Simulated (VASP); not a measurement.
Runs of VASP 6.6.1 on CdF2. Symmetry: Fm-3m, No. 225, cubic system. The conventional cell has a = 5.388 Å, b = 5.388 Å, c = 5.388 Å, α = 90.00°, β = 90.00°, γ = 90.00°. Within 3.1 Å of Cd (site symmetry m-3m) lie 8 F at 2.33 Å. F (site symmetry -43m) has 4 Cd at 2.33 Å and 6 F at 2.69 Å within 3.1 Å. 

```csv
level,share of exact exchange,screening parameter,gap on the mesh (eV),pressure (GPa)
PBE-based screened hybrid with 35 % exact exchange,0.35,0.5 1/Å,(a),2.0
HSE06,0.25,0.2079 1/Å,5.16,2.7
PBE-based screened hybrid with 5 % exact exchange,0.05,0.1 1/Å,3.55,5.4
PBE-based screened hybrid with 40 % exact exchange,0.4,0.1 1/Å,(b),0.5
PBE-based screened hybrid with 15 % exact exchange,0.15,0.5 1/Å,(c),4.3
```

Alike in all rows: task single point; potentials or basis VASP PAW PBE potentials, release 64 (Cd, F); no spin polarisation; cell as given; k mesh 4 × 4 × 4; cutoff (eV) 520; smearing gaussian 0.01 eV.

Question: Fill in the values left out.

Answer: (a) 4.99; (b) 7.12; (c) 3.87.

Caveats: all runs use coarse meshes; the PAW data sets were made with another functional, which shifts forces and pressure a little.

A k mesh can miss the band edges, and the runs leave out spin-orbit coupling on Cd.
